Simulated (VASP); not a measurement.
## ZrB2: single point with LDA

The system is ZrB2.

```
CELL_PARAMETERS angstrom
3.14376 0.00000 0.00000
-1.57188 2.72257 0.00000
0.00000 0.00000 3.49638
ATOMIC_POSITIONS crystal
Zr 0.00000 0.00000 0.00000
B 0.33333 0.66667 0.50000
B 0.66667 0.33333 0.50000
```

This cell differs from its parent crystal: volume scaled by 0.98.

* Program: VASP 6.6.1
* Task: single point
* Functional: LDA
* Potentials or basis: VASP PAW LDA potentials, release 64 (Zr_sv, B)
* Cutoff: 520 eV
* k mesh: 12 × 12 × 9
* Occupations: fermi-dirac, width 0.05 eV
* Spin: no spin polarisation
* Dipole correction: no
* Further INCAR settings: ALGO = Normal; EDIFF = 1e-06; NBANDS = 16

```
Pressure               : -1.9 GPa
Band gap on the k mesh : zero (band 9 reaches 11.52 eV, above the bottom of band 10 at 10.23 eV)
```

Stress tensor (GPa, compression positive):
```
-2.20  0.00  0.00
 0.00 -2.20  0.00
 0.00  0.00 -1.27
```

Levels at points of the mesh, in eV from the Fermi level:
```csv
k point,band 6,band 7,band 8,band 9,band 10,band 11,band 12,band 13
"(0.00, 0.00, 0.00)",-2.76,-2.76,-2.72,-2.33,3.42,3.42,4.23,4.23
"(0.50, 0.00, 0.00)",-8.41,-4.04,-3.13,-2.83,2.24,2.29,5.00,5.11
```

Run time: 16 s on 1 thread of Intel(R) Xeon(R) 6975P-C (Granite Rapids) (shared host), peak memory 0.16 GiB.
